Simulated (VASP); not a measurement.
Sr: relaxation of cell and atoms with PBE

Crystal: Sr.

```
Sr
1.0
    -2.39629    2.39629    2.39629
     2.39629   -2.39629    2.39629
     2.39629    2.39629   -2.39629
Sr
1
Direct
  0.00000 0.00000 0.00000
```

* Program: VASP 6.6.1
* Task: relaxation of cell and atoms
* Functional: PBE
* Potentials or basis: VASP PAW PBE potentials, release 64 (Sr_sv)
* Cutoff: 600 eV
* k mesh: 11 × 11 × 11
* Occupations: fermi-dirac, width 0.05 eV
* Spin: no spin polarisation
* Dipole correction: no
* Further INCAR settings: ALGO = Normal; EDIFF = 1e-06; IBRION = 2; EDIFFG = -0.005; NSW = 60; ISIF = 3

```
Relaxed volume                         : 54.14 Å³/atom
Relaxed cell                           : a = 4.128 Å, b = 4.128 Å, c = 4.128 Å, α = 109.47°, β = 109.47°, γ = 109.47°
Space group after relaxing (to 0.05 Å) : Im-3m (No. 229)
Energy gained by relaxing              : 0.6 meV/atom
Ionic steps                            : 4
Pressure after relaxing                : 0.0 GPa
Band gap on the k mesh                 : zero (band 5 reaches 1.94 eV, above the bottom of band 6 at 1.53 eV)
```

Step by step:
| step | energy change (eV) | largest force (eV/Å) | pressure (GPa) | volume (Å³) |
| --- | --- | --- | --- | --- |
| 1 | 0.0000 | 0.0000 | -0.20 | 55.04 |
| 2 | -0.0005 | 0.0000 | -0.07 | 54.48 |
| 3 | -0.0006 | 0.0000 | -0.02 | 54.24 |
| 4 | -0.0006 | 0.0000 | -0.01 | 54.14 |

Final structure:
```xyz
1
Lattice="-2.3832 2.3832 2.3832 2.3832 -2.3832 2.3832 2.3832 2.3832 -2.3832" Properties=species:S:1:pos:R:3 pbc="T T T"
Sr    0.0000    0.0000    0.0000
```

Levels at points of the mesh, in eV from the Fermi level:
```tsv
k point	band 2	band 3	band 4	band 5	band 6	band 7	band 8	band 9
(0.00, 0.00, 0.00)	-18.46	-18.46	-18.46	-3.65	2.41	2.41	2.41	3.75
```

Wall time 87 s on 1 thread of AMD EPYC 7R43 64-Core Processor (Zen 3), with other jobs on the host, peak memory 0.18 GiB.
